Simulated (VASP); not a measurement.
# CaO (P1) in VASP: further runs, part 2 of 2

VASP 6.6.1.

## (3) Single point, PBE

File INCAR:

```
SYSTEM = CaO
  PREC = Accurate
  ENCUT = 520
  EDIFF = 1E-6
  ISMEAR = -1
  SIGMA = 0.2241
  LREAL = Auto
  LASPH = .TRUE.
  NELM = 100
  ALGO = Normal
  ISIF = 2
  LWAVE = .FALSE.
  LCHARG = .TRUE.
  GGA = PE
  LELF = .TRUE.
  LVHAR = .TRUE.
  NBANDS = 78
```

File KPOINTS:

```
Automatic mesh
0
Gamma
  2 2 2
  0.5 0.5 0.5
```

File POSCAR:

```
CaO
1.0
    4.1208372650      0.0000000000     -4.9392951980
    4.1208372650      0.0000000000      4.9392951980
   -0.0000000001     -7.1374995127      0.0000000000
Ca O
8 8
Direct
    0.8900515223      0.6868901481      0.1595089426
    0.6083321293      0.4254973394      0.6607847737
    0.3964179532      0.0897201472      0.1808395220
    0.0628771573      0.8165518924      0.6403091155
    0.4126831532      0.6293249932      0.3190988659
    0.1127864692      0.3099931477      0.8759503225
    0.8721031098      0.1356865050      0.3460674142
    0.6416841640      0.9123835141      0.8191101085
    0.1366220688      0.3084141901      0.1861674383
    0.8663045869      0.1348002214      0.6526244929
    0.5852055201      0.8563464311      0.1499959472
    0.3817523635      0.6396589977      0.6478670845
    0.0814616900      0.9011308609      0.3404667133
    0.8895703679      0.5836370435      0.8516530179
    0.6535284766      0.4109161297      0.3110725256
    0.4132314593      0.1499463249      0.8559720374
```

Potentials or basis: VASP PAW PBE potentials, release 64 (Ca_sv, O).

Command:

```
cat potpaw_PBE.64/Ca_sv/POTCAR potpaw_PBE.64/O/POTCAR > POTCAR
mpirun -np 1 vasp_std > vasp.out
```

OUTCAR:

```text
SYSTEM = CaO
   PREC = Accurate
   ENCUT = 520
   EDIFF = 1E-6
   ISMEAR = -1
   LREAL = Auto
   LASPH = .TRUE.
   NELM = 100
   ISIF = 2
   GGA = PE

 ion  position               nearest neighbor table
   1  0.890  0.687  0.160-  13 2.12  14 2.30  15 2.38  11 2.41
   2  0.608  0.425  0.661-  12 2.18  14 2.35  16 2.42  15 2.52   5 3.14
   3  0.396  0.090  0.181-  11 2.10  16 2.35   9 2.37  13 2.45   5 3.14
   4  0.063  0.817  0.640-  13 2.21  14 2.27  12 2.52   8 3.15
   5  0.413  0.629  0.319-  11 2.06  15 2.27  12 2.36   2 3.14   3 3.14
   6  0.113  0.310  0.876-   9 2.22  16 2.35  10 2.38  14 2.47
   7  0.872  0.136  0.346-   9 2.18  10 2.19  13 2.20  15 2.46
   8  0.642  0.912  0.819-  10 2.19  16 2.32  11 2.41  12 2.51   4 3.15
   9  0.137  0.308  0.186-   7 2.18   6 2.22   3 2.37
  10  0.866  0.135  0.653-   7 2.19   8 2.19   6 2.38
  11  0.585  0.856  0.150-   5 2.06   3 2.10   8 2.41   1 2.41
  12  0.382  0.640  0.648-   2 2.18   5 2.36   8 2.51   4 2.52
  13  0.081  0.901  0.340-   1 2.12   7 2.20   4 2.21   3 2.45
  14  0.890  0.584  0.852-   4 2.27   1 2.30   2 2.35   6 2.47
  15  0.654  0.411  0.311-   5 2.27   1 2.38   7 2.46   2 2.52
  16  0.413  0.150  0.856-   8 2.32   3 2.35   6 2.35   2 2.42

  LATTYP: Found a base centered orthorhombic cell.
 ALAT       =     8.2416745300
 B/A-ratio  =     1.1986144757
 C/A-ratio  =     0.8660254038

  Lattice vectors:

 A1 = (   4.1208372650,   0.0000000000,  -4.9392951980)
 A2 = (   4.1208372650,   0.0000000000,   4.9392951980)
 A3 = (  -0.0000000001,  -7.1374995127,   0.0000000000)

Analysis of symmetry for initial positions (statically):
=====================================================================
 Subroutine PRICEL returns:
 Original cell was already a primitive cell.

 Routine SETGRP: Setting up the symmetry group for a
 base centered orthorhombic supercell.

 Subroutine GETGRP returns: Found  1 space group operations
 (whereof  1 operations were pure point group operations)
 out of a pool of  8 trial point group operations.

The static configuration has the point symmetry C_1 .

Analysis of symmetry for dynamics (positions and initial velocities):
=====================================================================
 Subroutine PRICEL returns:
 Original cell was already a primitive cell.

 Routine SETGRP: Setting up the symmetry group for a
 base centered orthorhombic supercell.

 Subroutine GETGRP returns: Found  1 space group operations
 (whereof  1 operations were pure point group operations)
 out of a pool of  8 trial point group operations.

The dynamic configuration has the point symmetry C_1 .

 Subroutine INISYM returns: Found  1 space group operations
 (whereof  1 operations are pure point group operations),
 and found     1 'primitive' translations

----------------------------------------------------------------------------------------

                                     Primitive cell

  volume of cell :     290.5538

  direct lattice vectors                    reciprocal lattice vectors
     4.120837265  0.000000000 -4.939295198     0.121334566 -0.000000000 -0.101229017
     4.120837265  0.000000000  4.939295198     0.121334566 -0.000000000  0.101229017
    -0.000000000 -7.137499513  0.000000000     0.000000000 -0.140105088  0.000000000

  length of vectors
     6.432568446  6.432568446  7.137499513     0.158017059  0.158017059  0.140105088
[... 67 lines left out ...]
 -0.250000 -0.250000  0.250000      2.000000
 -0.250000  0.250000  0.250000      2.000000
  0.250000 -0.250000  0.250000      2.000000
   k-points           NKPTS =      4   k-points in BZ     NKDIM =      4   number of bands    NBANDS=     78
   number of dos      NEDOS =    301   number of ions     NIONS =     16
   total plane-waves  NPLWV = 124416
   dimension x,y,z NGX =    48 NGY =   48 NGZ =   54
   dimension x,y,z NGXF=    96 NGYF=   96 NGZF=  108
   ions per type =               8   8
   NGX,Y,Z   is equivalent  to a cutoff of  12.41, 12.41, 12.58 a.u.
   NGXF,Y,Z  is equivalent  to a cutoff of  24.81, 24.81, 25.16 a.u.
 SYSTEM =  CaO
   PREC   = accura    normal or accurate (medium, high low for compatibility)
   ISTART =      0    job   : 0-new  1-cont  2-samecut
   ICHARG =      2    charge: 1-file 2-atom 10-const
   ISPIN  =      1    spin polarized calculation?
   LNONCOLLINEAR =      F non collinear calculations
   LSORBIT =      F    spin-orbit coupling
   LASPH  =      T    aspherical Exc in radial PAW
   ENCUT  =  520.0 eV  38.22 Ry    6.18 a.u.  11.96 11.96 13.27*2*pi/ulx,y,z
   NELM   =    100;   NELMIN=  2; NELMDL= -5     # of ELM steps
   EDIFF  = 0.1E-05   stopping-criterion for ELM
   LREAL  =      T    real-space projection
   EDIFFG = 0.1E-04   stopping-criterion for IOM
   NSW    =      0    number of steps for IOM
   IBRION =     -1    ionic relax: 0-MD 1-quasi-New 2-CG
   NFREE  =      0    steps in history (QN), initial steepest desc. (CG)
   ISIF   =      2    stress and relaxation
   ISYM   =      2    0-nonsym 1-usesym 2-fastsym
   POTIM  = 0.5000    time-step for ionic-motion
   TEBEG  =    0.0;   TEEND  =   0.0 temperature during run
   PSTRESS=    0.0 pullay stress
   NELECT =     128.0000    total number of electrons
   NUPDOWN=      -1.0000    fix difference up-down
   EMIN   =  10.00;   EMAX   =-10.00  energy-range for DOS
   EFERMI =   0.00;   METHOD = LEGACY
   ISMEAR =    -1;   SIGMA  =   0.22  broadening in eV -4-tet -1-fermi 0-gaus
   EFERMI_NEDOS =   21; number of points for ismear=-14 and -15
   IALGO  =     38    algorithm
   IMIX   =      4    mixing-type and parameters
     AMIX     =   0.40;   BMIX     =  1.00
     AMIX_MAG =   1.60;   BMIX_MAG =  1.00
  volume/ion in A,a.u.               =      18.16       122.55
  Fermi-wavevector in a.u.,A,eV,Ry     =   1.245669  2.353973 21.112040  1.551691
  Thomas-Fermi vector in A             =   2.379881
   LORBIT       =      0    0 simple, 1 ext, 2 COOP (PROOUT), +10 PAW based schemes
   GGA     = PE    functional components
   LHFCALC =     F    Hartree Fock is set to
   AEXX    =    0.0000 exact exchange contribution
   IVDW    =     0    specifies the selected vdW correction
   LEPSILON=     F    determine dielectric tensor
   LRPA    =     F    only Hartree local field effects (RPA)
 non-spin polarized calculation
  energy-cutoff  :      520.00
  volume of cell :      290.55
 maximum number of plane-waves:      7824
   NGX = 23   NGY = 23   NGZ = 27

 number of electron     128.0000009 magnetization

 Free energy of the ion-electron system (eV)
  ---------------------------------------------------
  ext. energy  EPLUGINS =         0.00000000
  ---------------------------------------------------
  free energy    TOTEN  =       -97.20919425 eV

  energy without entropy =      -97.19906980  energy(sigma->0) =      -97.20413202

 E-fermi :   2.6186     XC(G=0):  -8.9467

 val. band max:        0.9757215998   @ k =   0.2500   0.2500   0.2500
 cond. band min:       4.0156127615   @ k =  -0.2500   0.2500   0.2500
 fundamental gap:      3.0398911618
 Fermi energy:         2.6185506099

 k-point     1 :       0.2500    0.2500    0.2500
  band No.  band energies     occupation
      1     -37.6733      2.00000
      2     -37.3236      2.00000
      3     -37.0576      2.00000
      4     -37.0411      2.00000
      5     -37.0167      2.00000
      6     -36.9803      2.00000
[... 305 lines left out ...]
     75       7.0247      0.00000
     76       7.2081      0.00000
 [bands above 76 left out]

------------------------ aborting loop because EDIFF is reached ----------------------------------------

  FORCE on cell =-STRESS in cart. coord.  units (eV):
  Direction    XX          YY          ZZ          XY          YZ          ZX
  --------------------------------------------------------------------------------------
  -------------------------------------------------------------------------------------
  Total       -1.9255262     -0.6238813     -0.9782906      2.0287308     -0.3769614      1.1928128
  in kB      -10.6177740     -3.4402182     -5.3945091     11.1868670     -2.0786481      6.5774317
  external PRESSURE =      -6.4841671 kB  Pullay stress =       0.0000000 kB

 VOLUME and BASIS-vectors are now :
 -----------------------------------------------------------------------------
  energy-cutoff  :      520.00
  volume of cell :      290.55
      direct lattice vectors                 reciprocal lattice vectors
     4.120837265  0.000000000 -4.939295198     0.121334566 -0.000000000 -0.101229017
     4.120837265  0.000000000  4.939295198     0.121334566 -0.000000000  0.101229017
    -0.000000000 -7.137499513  0.000000000     0.000000000 -0.140105088  0.000000000

 POSITION                                       TOTAL-FORCE (eV/Angst)
 -----------------------------------------------------------------------------------
      6.49832     -1.13850     -1.00347        -2.360094      0.716599     -0.970465
      4.26024     -4.71635     -0.90307        -0.888392     -0.741748     -1.794373
      2.00330     -1.29074     -1.51487         0.814020      0.178276      3.020734
      3.62398     -4.57021      3.72262         1.400750     -0.384427     -1.348324
      4.29395     -2.27757      1.07006        -2.847780     -0.706071     -0.447628
      1.74221     -6.25209      0.97406         0.858084      0.685558      0.673956
[... 8 lines left out ...]
      4.38640     -2.22028     -1.19833        -0.167485     -0.828411     -0.050244
      2.32076     -6.10950     -1.30044        -0.422484      0.325427      0.151508
 -----------------------------------------------------------------------------------
    total drift:                                0.005894     -0.001140     -0.005848

  FREE ENERGIE OF THE ION-ELECTRON SYSTEM (eV)
  ---------------------------------------------------
  free  energy   TOTEN  =       -97.2091942481 eV

  energy  without entropy=      -97.1990697984  energy(sigma->0) =      -97.20413202
```

Run time: 2.7 min. Hardware: 1 thread of Intel Xeon Platinum 8259CL at 2.50GHz (Skylake/Cascade Lake), shared host; peak memory 0.37 GiB.

What came out:

| Item | Value |
| --- | --- |
| Free energy | -97.2092 eV |
| Pressure | -0.6 GPa |
| Largest force | 3.134 eV/Å |
| Band gap on the k mesh | 3.04 eV (least direct gap 3.13 eV) |

Forces on the atoms (eV/Å):
```
Ca  -2.360  0.717 -0.970
Ca  -0.888 -0.742 -1.794
Ca   0.814  0.178  3.021
Ca   1.401 -0.384 -1.348
Ca  -2.848 -0.706 -0.448
Ca   0.858  0.686  0.674
Ca   0.893  0.388  0.990
Ca  -1.535 -0.301  1.551
O    1.176  0.417  0.712
O   -0.252 -0.908 -0.968
O    1.999  0.661 -1.417
O    0.545  0.117  0.583
O    0.153 -0.205 -1.732
O    0.637  0.585  1.045
O   -0.167 -0.828 -0.050
O   -0.422  0.325  0.152
```

Caveat: the atoms stand as in a frame of molecular dynamics; a shifted mesh leaves out Γ, where band edges can lie; forces of over 1 eV/Å act on the atoms, so gaps and moduli don't describe the material at rest.

## (4) Single point, PBE

File INCAR:

```
SYSTEM = CaO
PREC = Accurate
ENCUT = 520
EDIFF = 1E-7
ISMEAR = -1
SIGMA = 0.2241
LREAL = Auto
LASPH = .TRUE.
NELM = 60
ALGO = Normal
ISIF = 2
LWAVE = .FALSE.
LCHARG = .FALSE.
GGA = PE
NBANDS = 78
```

KPOINTS is that of step 3.

File POSCAR:

```
CaO
1.0
    4.1208372650      0.0000000000     -4.9392951980
    4.1208372650      0.0000000000      4.9392951980
   -0.0000000001     -7.1374995127      0.0000000000
Ca O
8 8
Direct
    0.8982626871      0.6592494366      0.1578562630
    0.6215472749      0.3531160622      0.6675582943
    0.3656563989      0.1556150957      0.1879151092
    0.1736554144      0.8432236154      0.6738815171
    0.3919028651      0.5918787646      0.3101076219
    0.0934593981      0.3257156115      0.8686662590
    0.8351778754      0.1361929268      0.3380308462
    0.6000122943      0.8598497709      0.8095584441
    0.1312962940      0.4276808876      0.1542325850
    0.8438924197      0.1418730301      0.6852123760
    0.6822534140      0.8952131497      0.1670456156
    0.4043829116      0.6366945986      0.6192965747
    0.1558831249      0.9008535817      0.3510338593
    0.8544728908      0.6693167170      0.8182589701
    0.6219015907      0.3853842430      0.3156068867
    0.3568340304      0.1312585272      0.8553087799
```

Potentials or basis: VASP PAW PBE potentials, release 64 (Ca_sv, O).

Command:

```
cat potpaw_PBE.64/Ca_sv/POTCAR potpaw_PBE.64/O/POTCAR > POTCAR
mpirun -np 1 vasp_std > vasp.out
```

OUTCAR:

```text
SYSTEM = CaO
   PREC = Accurate
   ENCUT = 520
   EDIFF = 1E-7
   ISMEAR = -1
   LREAL = Auto
   LASPH = .TRUE.
   NELM = 60
   ISIF = 2
   GGA = PE

 ion  position               nearest neighbor table
   1  0.898  0.659  0.158-  11 2.23   9 2.29  14 2.44  13 2.48  15 2.53
   2  0.622  0.353  0.668-  10 2.15  16 2.42  12 2.51  15 2.52  14 2.54   7 3.17
   3  0.366  0.156  0.188-  15 2.20  13 2.25  16 2.38   9 2.52   5 2.91
   4  0.174  0.843  0.674-  12 2.20  13 2.34  14 2.39  16 2.39   8 2.89
   5  0.392  0.592  0.310-   9 2.13  15 2.16  12 2.23   3 2.91
   6  0.093  0.326  0.869-   9 2.14  10 2.24  16 2.28
   7  0.835  0.136  0.338-  11 2.08  15 2.29  10 2.48   2 3.17
   8  0.600  0.860  0.810-  12 2.20  14 2.21  10 2.35  16 2.57   4 2.89
   9  0.131  0.428  0.154-   5 2.13   6 2.14   1 2.29   3 2.52
  10  0.844  0.142  0.685-   2 2.15   6 2.24   8 2.35   7 2.48
  11  0.682  0.895  0.167-   7 2.08   1 2.23
  12  0.404  0.637  0.619-   4 2.20   8 2.20   5 2.23   2 2.51
  13  0.156  0.901  0.351-   3 2.25   4 2.34   1 2.48
  14  0.854  0.669  0.818-   8 2.21   4 2.39   1 2.44   2 2.54
  15  0.622  0.385  0.316-   5 2.16   3 2.20   7 2.29   2 2.52   1 2.53
  16  0.357  0.131  0.855-   6 2.28   3 2.38   4 2.39   2 2.42   8 2.57

  LATTYP: Found a base centered orthorhombic cell.
[... 201 lines left out ...]
      3     -37.1635      2.00000
      4     -37.1174      2.00000
      5     -37.0578      2.00000
      6     -36.9204      2.00000
[... 305 lines left out ...]
     75       7.0552      0.00000
     76       7.1396      0.00000
 [bands above 76 left out]

------------------------ aborting loop because EDIFF is reached ----------------------------------------

  FORCE on cell =-STRESS in cart. coord.  units (eV):
  Direction    XX          YY          ZZ          XY          YZ          ZX
  --------------------------------------------------------------------------------------
  -------------------------------------------------------------------------------------
  Total       -2.9239031     -3.9677529      3.1038223     -5.1570174     -0.0545972     -0.7513187
  in kB      -16.1230435    -21.8790606     17.1151573    -28.4369260     -0.3010610     -4.1429364
  external PRESSURE =      -6.9623156 kB  Pullay stress =       0.0000000 kB

 VOLUME and BASIS-vectors are now :
 -----------------------------------------------------------------------------
  energy-cutoff  :      520.00
  volume of cell :      290.55
      direct lattice vectors                 reciprocal lattice vectors
     4.120837265  0.000000000 -4.939295198     0.121334566 -0.000000000 -0.101229017
     4.120837265  0.000000000  4.939295198     0.121334566 -0.000000000  0.101229017
    -0.000000000 -7.137499513  0.000000000     0.000000000 -0.140105088  0.000000000

 POSITION                                       TOTAL-FORCE (eV/Angst)
 -----------------------------------------------------------------------------------
      6.41825     -1.12670     -1.18056         0.237007     -0.074273      0.372853
      4.01643     -4.76470     -1.32586         0.770277     -0.375089      1.831849
      2.14808     -1.34124     -1.03746        -1.303632      0.855786     -1.175971
      4.19039     -4.80983      3.30719        -1.098244      0.913517      2.104974
      4.05400     -2.21339      0.98774         2.478721     -0.842525      2.074133
      1.72735     -6.20011      1.14718         0.078758      1.691311      0.124605
[... 8 lines left out ...]
      4.15086     -2.25264     -1.16823         0.149227     -0.385541     -1.020123
      2.01135     -6.10477     -1.11418        -0.163667      0.219812     -0.345030
 -----------------------------------------------------------------------------------
    total drift:                               -0.007627      0.002935      0.002332

  FREE ENERGIE OF THE ION-ELECTRON SYSTEM (eV)
  ---------------------------------------------------
  free  energy   TOTEN  =       -97.7511712610 eV

  energy  without entropy=      -97.7462805874  energy(sigma->0) =      -97.74872592
```

stdout:

```text
POSCAR found type information on POSCAR CaO
 POSCAR found :  2 types and      16 ions
 scaLAPACK will be used
 LDA part: xc-table for (Slater+PW92), standard interpolation
 POSCAR, INCAR and KPOINTS ok, starting setup
 FFT: planning ... GRIDC
 FFT: planning ... GRID_SOFT
 FFT: planning ... GRID
 WAVECAR not read
 entering main loop
```

It took 2.6 min on 1 thread of Intel Xeon Platinum 8259CL at 2.50GHz (Skylake/Cascade Lake), shared host; peak memory 0.36 GiB.

What came out:

- Free energy: -97.7512 eV
- Pressure: -0.7 GPa
- Largest force: 3.340 eV/Å
- Band gap on the k mesh: 3.44 eV (least direct gap 3.58 eV)

Forces on the atoms (eV/Å):
```
Ca   0.237 -0.074  0.373
Ca   0.770 -0.375  1.832
Ca  -1.304  0.856 -1.176
Ca  -1.098  0.914  2.105
Ca   2.479 -0.843  2.074
Ca   0.079  1.691  0.125
Ca   1.325 -0.742 -1.163
Ca   1.863 -1.161 -1.080
O   -1.331 -0.343 -0.676
O   -0.222  0.581 -0.227
O   -1.457  0.569  0.798
O   -0.879 -0.839 -0.248
O   -0.106  0.259  0.288
O   -0.343 -0.327 -1.660
O    0.149 -0.386 -1.020
O   -0.164  0.220 -0.345
```

Caveat: the atoms stand as in a frame of molecular dynamics; a shifted mesh leaves out Γ, where band edges can lie; forces of over 1 eV/Å act on the atoms, so gaps and moduli don't describe the material at rest.

## (5) The runs side by side

| cell | gap on the mesh (eV) | pressure (GPa) | largest force (eV/Å) |
| --- | --- | --- | --- |
| as given, atomic positions A | 3.17 | -1.3 | 3.14 |
| as given, atomic positions B | 3.04 | -0.6 | 3.13 |
| as given, atomic positions C | 3.44 | -0.7 | 3.34 |

Alike in all rows: task single point; level PBE; potentials or basis VASP PAW PBE potentials, release 64 (Ca_sv, O); no spin polarisation; k mesh 2 × 2 × 2, shifted; cutoff (eV) 520; smearing fermi-dirac 0.2241 eV.

Caveats: the atoms stand as in a frame of molecular dynamics; a shifted mesh leaves out Γ, where band edges can lie; forces of over 1 eV/Å act on the atoms, so gaps and moduli don't describe the material at rest.

Total energies depend on the potentials used, so only differences within one code and one set of settings carry meaning.
